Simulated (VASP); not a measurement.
Wanted: the native input for a VASP 6.6.1 run.

```
Task                   : single point
Functional             : PBE
Potentials or basis    : VASP PAW PBE potentials, release 64 (Hf_pv, B)
Cutoff                 : 520 eV
k mesh                 : 4 × 4 × 4
Occupations            : gaussian, width 0.1 eV
Spin                   : no spin polarisation
Dipole correction      : no
Further INCAR settings : ALGO = Normal; EDIFF = 1e-06; NBANDS = 24
```

The structure of Hf3B lies in POSCAR:

```
Hf3B
1.0
    4.1268899016      0.0000000000      0.0000000000
    0.0000000000      4.1268899016      0.0000000000
    0.0000000000      0.0000000000      4.1268899016
Hf B
3 1
Direct
    0.0000000000      0.5000000000      0.5000000000
    0.5000000000      0.0000000000      0.5000000000
    0.5000000000      0.5000000000      0.0000000000
    0.0000000000      0.0000000000      0.0000000000
```

One way to write it, as run:

INCAR

```
  PREC = Accurate
  ENCUT = 520
  EDIFF = 1E-6
  ISMEAR = 0
  SIGMA = 0.1
  LREAL = F
  LASPH = T
  NELM = 60
  ALGO = Normal
  ISIF = 2
  LWAVE = F
  LCHARG = T
  GGA = PE
  LELF = T
  LVHAR = T
  NBANDS = 24
```

KPOINTS

```
regular mesh
0
Gamma
  4 4 4
```

Potentials or basis: VASP PAW PBE potentials, release 64 (Hf_pv, B).

The run is started by

```bash
$ cat potpaw_PBE.64/Hf_pv/POTCAR potpaw_PBE.64/B/POTCAR > POTCAR
$ mpirun -np 1 vasp_std > vasp.out
```

It gave:

```json
{"Pressure": "-0.5 GPa"}
```

Caveat: the k points lie up to 0.38 Å⁻¹ apart.

Run time: 12 s on 1 thread of Intel(R) Xeon(R) Platinum 8488C (Sapphire Rapids), with other jobs on the host, peak memory 0.17 GiB.
